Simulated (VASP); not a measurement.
Input of a VASP 6.6.1 run:

The input POSCAR:

```
PbS
1.0
    4.0896976867      0.0000000000      0.0000000000
   -2.0448488433      3.5417820905      0.0000000000
    0.0000000000      0.0000000000      3.7881670000
Pb S
1 1
Direct
    0.0000000000      0.0000000000      0.0000000000
    0.6666666667      0.3333333333      0.5000000000
```

The input INCAR.step1:

```
PREC = Accurate ; ENCUT = 600
EDIFF = 1E-5 ; ISMEAR = -1
SIGMA = 0.05 ; LREAL = F
LASPH = T ; NELM = 100
ALGO = Normal ; LWAVE = T
LCHARG = F ; GGA = PE
NBANDS = 17
```

The input INCAR.step2:

```
PREC = Accurate ; ENCUT = 600
EDIFF = 1E-6 ; ISMEAR = -1
SIGMA = 0.05 ; LREAL = F
LASPH = T ; NELM = 100
ALGO = Normal ; ISIF = 3
LWAVE = F ; LCHARG = F
GGA = B3 ; LHFCALC = T
AEXX = 0.2 ; AGGAX = 0.72
AGGAC = 0.81 ; ALDAC = 0.19
PRECFOCK = Normal ; IBRION = 2
NSW = 60 ; EDIFFG = -0.01
ISTART = 1
```

Contents of KPOINTS:

```
Automatic mesh
0
Gamma
  4 4 4
```

Potentials or basis: VASP PAW PBE potentials, release 64 (Pb_d, S).

Command:

```sh
$ cat potpaw_PBE.64/Pb_d/POTCAR potpaw_PBE.64/S/POTCAR > POTCAR
$ cp INCAR.step1 INCAR
$ mpirun -np 1 vasp_std > vasp.out
$ cp INCAR.step2 INCAR
$ mpirun -np 1 vasp_std > vasp.out
```

(1) Estimate the relaxed volume.

(2) Estimate the band gap on the k mesh.

(3) Predict the space group after relaxing (to 0.1 Å).

(4) What does it give for the relaxed cell?

Answers

(1) 28.43 Å³/atom.

(2) 1.32 eV (least direct gap 1.92 eV).

(3) P-6m2 (No. 187).

(4) a = 4.139 Å, b = 4.139 Å, c = 3.834 Å, α = 90.00°, β = 90.00°, γ = 120.00°.

Caveat: the k points lie up to 0.44 Å⁻¹ apart in the final cell; the PAW data sets were made with another functional, which shifts forces and pressure a little; spin-orbit coupling is left out, which moves the levels of the heavy elements.
